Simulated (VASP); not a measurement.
# SiC (Moissanite) (P6_3mc) in VASP: further runs

The runs below take SiC (Moissanite) through single point, with PBEsol.

All numbers are computed with VASP 6.6.1; they aren't measurements. Logs are shortened: lines on timing, memory, paths and dates and some standing lists are left out, and cuts for length are marked.

### 1 The cell of the first run

It takes space group P6_3mc (No. 186, hexagonal). The conventional cell has a = 3.013 Å, b = 3.013 Å, c = 4.945 Å, α = 90.00°, β = 90.00°, γ = 120.00°. Within 2.4 Å of Si (site symmetry 3m) lie 4 C at 1.83 to 1.90 Å. C (site symmetry 3m) has 4 Si at 1.83 to 1.90 Å within 2.4 Å.

### 2 Single point, PBEsol

Input file INCAR:

```
SYSTEM = SiC
PREC = Accurate ; ENCUT = 520
EDIFF = 1E-7 ; ISMEAR = 0
SIGMA = 0.01 ; LREAL = .False.
LASPH = .True. ; NELM = 80
ALGO = Normal ; ISIF = 2
LWAVE = .False. ; LCHARG = .True.
GGA = PS ; LELF = .True.
LVHAR = .True. ; NBANDS = 16
```

Input file KPOINTS:

```
Automatic mesh
0
Gamma
  12 12 4
  0 0 0
```

Input file POSCAR:

```
SiC
1.0
    3.0132068704      0.0000000000      0.0000000000
   -1.5066034352      2.6095136946      0.0000000000
    0.0000000000      0.0000000000      4.9449506768
Si C
2 2
Direct
    0.3333333333      0.6666666667      0.0000000000
    0.6666666667      0.3333333333      0.5000000000
    0.3333333333      0.6666666667      0.3850000000
    0.6666666667      0.3333333333      0.8850000000
```

Potentials or basis: VASP PAW PBE potentials, release 64 (Si, C).

Run with:

```console
> cat potpaw_PBE.64/Si/POTCAR potpaw_PBE.64/C/POTCAR > POTCAR
> mpirun -np 1 vasp_std > vasp.out
```

OUTCAR:

```text
SYSTEM = SiC
   PREC = Accurate
   ENCUT = 520
   EDIFF = 1E-7
   ISMEAR = 0
   LREAL = .False.
   LASPH = .True.
   NELM = 80
   ISIF = 2
   GGA = PS

 ion  position               nearest neighbor table
   1  0.333  0.667  0.000-   4 1.83   4 1.83   4 1.83   3 1.90   2 3.02   2 3.02   2 3.02   2 3.02
                             2 3.02   2 3.02
   2  0.667  0.333  0.500-   3 1.83   3 1.83   3 1.83   4 1.90   1 3.02   1 3.02   1 3.02   1 3.02
                             1 3.02   1 3.02
   3  0.333  0.667  0.385-   2 1.83   2 1.83   2 1.83   1 1.90
   4  0.667  0.333  0.885-   1 1.83   1 1.83   1 1.83   2 1.90

  LATTYP: Found a hexagonal cell.
 ALAT       =     3.0132068704
 C/A-ratio  =     1.6410923277

  Lattice vectors:

 A1 = (   3.0132068704,   0.0000000000,   0.0000000000)
 A2 = (  -1.5066034352,   2.6095136946,   0.0000000000)
 A3 = (   0.0000000000,   0.0000000000,   4.9449506768)

Analysis of symmetry for initial positions (statically):
=====================================================================
 Subroutine PRICEL returns:
 Original cell was already a primitive cell.

 Routine SETGRP: Setting up the symmetry group for a
 hexagonal supercell.

 Subroutine GETGRP returns: Found 12 space group operations
 (whereof  6 operations were pure point group operations)
 out of a pool of 24 trial point group operations.

The static configuration has the point symmetry C_3v.
 The point group associated with its full space group is C_6v.

Analysis of symmetry for dynamics (positions and initial velocities):
=====================================================================
 Subroutine PRICEL returns:
 Original cell was already a primitive cell.

 Routine SETGRP: Setting up the symmetry group for a
 hexagonal supercell.

 Subroutine GETGRP returns: Found 12 space group operations
 (whereof  6 operations were pure point group operations)
 out of a pool of 24 trial point group operations.

The dynamic configuration has the point symmetry C_3v.
 The point group associated with its full space group is C_6v.

 Subroutine INISYM returns: Found 12 space group operations
 (whereof  6 operations are pure point group operations),
 and found     1 'primitive' translations

----------------------------------------------------------------------------------------

                                     Primitive cell

  volume of cell :      38.8822

  direct lattice vectors                    reciprocal lattice vectors
     3.013206870  0.000000000  0.000000000     0.331872335  0.191606582  0.000000000
    -1.506603435  2.609513695  0.000000000     0.000000000  0.383213164  0.000000000
     0.000000000  0.000000000  4.944950677     0.000000000  0.000000000  0.202226486

  length of vectors
     3.013206870  3.013206869  4.944950677     0.383213164  0.383213164  0.202226486

  position of ions in fractional coordinates (direct lattice)
     0.333333333  0.666666667  0.000000000
     0.666666667  0.333333333  0.500000000
     0.333333333  0.666666667  0.385000000
     0.666666667  0.333333333  0.885000000

  ion indices of the primitive-cell ions
   primitive index   ion index
                 1           1
                 2           2
                 3           3
                 4           4

----------------------------------------------------------------------------------------

 KPOINTS: Automatic mesh

Automatic generation of k-mesh.
 Grid dimensions read from file:
 generate k-points for:   12   12    4

 Generating k-lattice:

  Cartesian coordinates                     Fractional coordinates (reciprocal lattice)
     0.027656028  0.015967215  0.000000000     0.083333333  0.000000000  0.000000000
     0.000000000  0.031934430  0.000000000     0.000000000  0.083333333  0.000000000
     0.000000000  0.000000000  0.050556622     0.000000000  0.000000000  0.250000000

  Length of vectors
     0.031934430  0.031934430  0.050556622

  Shift w.r.t. Gamma in fractional coordinates (k-lattice)
     0.000000000  0.000000000  0.000000000

 Subroutine IBZKPT returns following result:
 ===========================================

 Found     57 irreducible k-points:

 Following reciprocal coordinates:
            Coordinates               Weight
  0.000000  0.000000  0.000000      1.000000
  0.083333  0.000000  0.000000      6.000000
  0.166667  0.000000  0.000000      6.000000
  0.250000  0.000000  0.000000      6.000000
  0.333333  0.000000  0.000000      6.000000
  0.416667 -0.000000  0.000000      6.000000
[... 16 lines left out ...]
  0.250000  0.000000  0.250000     12.000000
  0.333333  0.000000  0.250000     12.000000
 [... further k-points ...]
   k-points           NKPTS =     57   k-points in BZ     NKDIM =     57   number of bands    NBANDS=     16
   number of dos      NEDOS =    301   number of ions     NIONS =      4
   total plane-waves  NPLWV =  23040
   dimension x,y,z NGX =    24 NGY =   24 NGZ =   40
   dimension x,y,z NGXF=    48 NGYF=   48 NGZF=   80
   ions per type =               2   2
   NGX,Y,Z   is equivalent  to a cutoff of  13.24, 13.24, 13.45 a.u.
   NGXF,Y,Z  is equivalent  to a cutoff of  26.48, 26.48, 26.90 a.u.
 SYSTEM =  SiC
   PREC   = accura    normal or accurate (medium, high low for compatibility)
   ISTART =      0    job   : 0-new  1-cont  2-samecut
   ICHARG =      2    charge: 1-file 2-atom 10-const
   ISPIN  =      1    spin polarized calculation?
   LNONCOLLINEAR =      F non collinear calculations
   LSORBIT =      F    spin-orbit coupling
   LASPH  =      T    aspherical Exc in radial PAW
   ENCUT  =  520.0 eV  38.22 Ry    6.18 a.u.   5.60  5.60  9.19*2*pi/ulx,y,z
   NELM   =     80;   NELMIN=  2; NELMDL= -5     # of ELM steps
   EDIFF  = 0.1E-06   stopping-criterion for ELM
   LREAL  =      F    real-space projection
   EDIFFG = 0.1E-05   stopping-criterion for IOM
   NSW    =      0    number of steps for IOM
   IBRION =     -1    ionic relax: 0-MD 1-quasi-New 2-CG
   NFREE  =      0    steps in history (QN), initial steepest desc. (CG)
   ISIF   =      2    stress and relaxation
   ISYM   =      2    0-nonsym 1-usesym 2-fastsym
   POTIM  = 0.5000    time-step for ionic-motion
   TEBEG  =    0.0;   TEEND  =   0.0 temperature during run
   PSTRESS=    0.0 pullay stress
   NELECT =      16.0000    total number of electrons
   NUPDOWN=      -1.0000    fix difference up-down
   EMIN   =  10.00;   EMAX   =-10.00  energy-range for DOS
   EFERMI =   0.00;   METHOD = LEGACY
   ISMEAR =     0;   SIGMA  =   0.01  broadening in eV -4-tet -1-fermi 0-gaus
   EFERMI_NEDOS =   21; number of points for ismear=-14 and -15
   IALGO  =     38    algorithm
   IMIX   =      4    mixing-type and parameters
     AMIX     =   0.40;   BMIX     =  1.00
     AMIX_MAG =   1.60;   BMIX_MAG =  1.00
  volume/ion in A,a.u.               =       9.72        65.60
  Fermi-wavevector in a.u.,A,eV,Ry     =   1.217675  2.301072 20.173793  1.482732
  Thomas-Fermi vector in A             =   2.352987
   LORBIT       =      0    0 simple, 1 ext, 2 COOP (PROOUT), +10 PAW based schemes
   GGA     = PS    functional components
   LHFCALC =     F    Hartree Fock is set to
   AEXX    =    0.0000 exact exchange contribution
   IVDW    =     0    specifies the selected vdW correction
   LEPSILON=     F    determine dielectric tensor
   LRPA    =     F    only Hartree local field effects (RPA)
 non-spin polarized calculation
 Gauss-broadening in eV      SIGMA  =   0.01
  energy-cutoff  :      520.00
  volume of cell :       38.88
 maximum number of plane-waves:      1087
 NGX is ok and might be reduce to    24
   NGX = 11   NGY = 11   NGZ = 19

 number of electron      15.9999999 magnetization

 Free energy of the ion-electron system (eV)
  ---------------------------------------------------
  ext. energy  EPLUGINS =         0.00000000
  ---------------------------------------------------
  free energy    TOTEN  =       -31.66160839 eV

  energy without entropy =      -31.66160839  energy(sigma->0) =      -31.66160839

 E-fermi :   9.1296     XC(G=0): -11.7658

 val. band max:        9.0694066103   @ k =   0.0000   0.0000   0.0000
 cond. band min:      11.1137445768   @ k =   0.3333   0.3333   0.0000
 fundamental gap:      2.0443379665
 Fermi energy:         9.1296013351

 k-point     1 :       0.0000    0.0000    0.0000
  band No.  band energies     occupation
      1      -7.1725      2.00000
      2      -3.3899      2.00000
      3      -0.0636      2.00000
      4       7.4857      2.00000
      5       7.4857      2.00000
      6       8.8024      2.00000
[... 8 lines left out ...]
     15      18.1538      0.00000
     16      20.6643      0.00000

 k-point     2 :       0.0833    0.0000    0.0000
  band No.  band energies     occupation
      1      -7.0454      2.00000
      2      -3.2807      2.00000
      3       0.0574      2.00000
      4       6.7891      2.00000
      5       7.2622      2.00000
      6       8.3578      2.00000
[... 8 lines left out ...]
     15      18.4715      0.00000
     16      19.5197      0.00000

 k-point     3 :       0.1667    0.0000    0.0000
  band No.  band energies     occupation
      1      -6.6669      2.00000
      2      -2.9619      2.00000
      3       0.4130      2.00000
      4       5.2464      2.00000
      5       6.7602      2.00000
      6       7.2434      2.00000
[... 8 lines left out ...]
     15      18.6186      0.00000
     16      19.0754      0.00000

 k-point     4 :       0.2500    0.0000    0.0000
  band No.  band energies     occupation
      1      -6.0477      2.00000
      2      -2.4686      2.00000
      3       0.9674      2.00000
      4       3.5230      2.00000
      5       5.8349      2.00000
      6       6.2182      2.00000
[... 8 lines left out ...]
     15      19.2184      0.00000
     16      19.9118      0.00000
[... 324 lines left out ...]
 k-point    22 :       0.1667    0.0000    0.2500
  band No.  band energies     occupation
      1      -6.3503      2.00000
      2      -4.0183      2.00000
      3       1.9350      2.00000
      4       5.5232      2.00000
      5       6.5342      2.00000
      6       6.9667      2.00000
[... 8 lines left out ...]
     15      18.7565      0.00000
     16      19.9532      0.00000

 k-point    23 :       0.2500    0.0000    0.2500
  band No.  band energies     occupation
      1      -5.7359      2.00000
      2      -3.4621      2.00000
      3       2.2138      2.00000
      4       4.0161      2.00000
      5       5.0996      2.00000
      6       6.4417      2.00000
[... 8 lines left out ...]
     15      19.8806      0.00000
     16      20.4200      0.00000

 k-point    24 :       0.3333    0.0000    0.2500
  band No.  band energies     occupation
      1      -4.9110      2.00000
      2      -2.7639      2.00000
      3       1.5437      2.00000
      4       3.4605      2.00000
      5       3.8089      2.00000
      6       6.0049      2.00000
[... 8 lines left out ...]
     15      21.0607      0.00000
     16      21.1747      0.00000

 [... further k-points ...]
[... 5 lines left out ...]
  --------------------------------------------------------------------------------------
  -------------------------------------------------------------------------------------
  Total        4.5688909      4.5688909      2.6696411      0.0000000      0.0000000      0.0000000
  in kB      188.2655604    188.2655601    110.0051383      0.0000000      0.0000000      0.0000000
  external PRESSURE =     162.1787529 kB  Pullay stress =       0.0000000 kB

 VOLUME and BASIS-vectors are now :
 -----------------------------------------------------------------------------
  energy-cutoff  :      520.00
  volume of cell :       38.88
      direct lattice vectors                 reciprocal lattice vectors
     3.013206870  0.000000000  0.000000000     0.331872335  0.191606582  0.000000000
    -1.506603435  2.609513695  0.000000000     0.000000000  0.383213164  0.000000000
     0.000000000  0.000000000  4.944950677     0.000000000  0.000000000  0.202226486

 POSITION                                       TOTAL-FORCE (eV/Angst)
 -----------------------------------------------------------------------------------
     -0.00000      1.73968      0.00000        -0.000000      0.000000      0.852724
      1.50660      0.86984      2.47248         0.000000     -0.000000      0.852724
     -0.00000      1.73968      1.90381        -0.000000      0.000000     -0.852724
      1.50660      0.86984      4.37628         0.000000     -0.000000     -0.852724
 -----------------------------------------------------------------------------------
    total drift:                               -0.000000      0.000000     -0.000289

  FREE ENERGIE OF THE ION-ELECTRON SYSTEM (eV)
  ---------------------------------------------------
  free  energy   TOTEN  =       -31.6616083893 eV

  energy  without entropy=      -31.6616083893  energy(sigma->0) =      -31.66160839
```

Wall time 41 s (1 thread of Intel Xeon 8259CL, shared host); peak memory 0.17 GiB.

Results:

| Item | Value |
| --- | --- |
| Free energy | -31.6616 eV |
| Pressure | 16.2 GPa |
| Largest force | 0.853 eV/Å |
| Band gap on the k mesh | 2.04 eV, indirect (least direct gap 4.08 eV) |

Forces in eV/Å, atoms in the order of the input:
```
Si   0.000  0.000  0.853
Si   0.000  0.000  0.853
C    0.000  0.000 -0.853
C    0.000  0.000 -0.853
```

Levels at points of the mesh, in eV from the valence-band top:
```csv
k point,band 5,band 6,band 7,band 8,band 9,band 10,band 11,band 12
"(0.00, 0.00, 0.00)",-1.58,-0.27,-0.27,0.00,5.12,6.61,6.80,6.80
"(0.50, 0.00, 0.00)",-5.70,-3.68,-3.50,-1.50,2.59,4.17,7.14,7.35
"(0.00, 0.00, 0.50)",-0.97,-0.97,-0.97,-0.97,6.20,6.20,7.44,7.44
"(0.50, 0.00, 0.50)",-2.78,-2.78,-2.42,-2.42,3.18,3.18,5.18,5.18
```

Caveat: the PAW data sets were made with another functional, which shifts forces and pressure a little.

(Continued in part 2 of 3.)
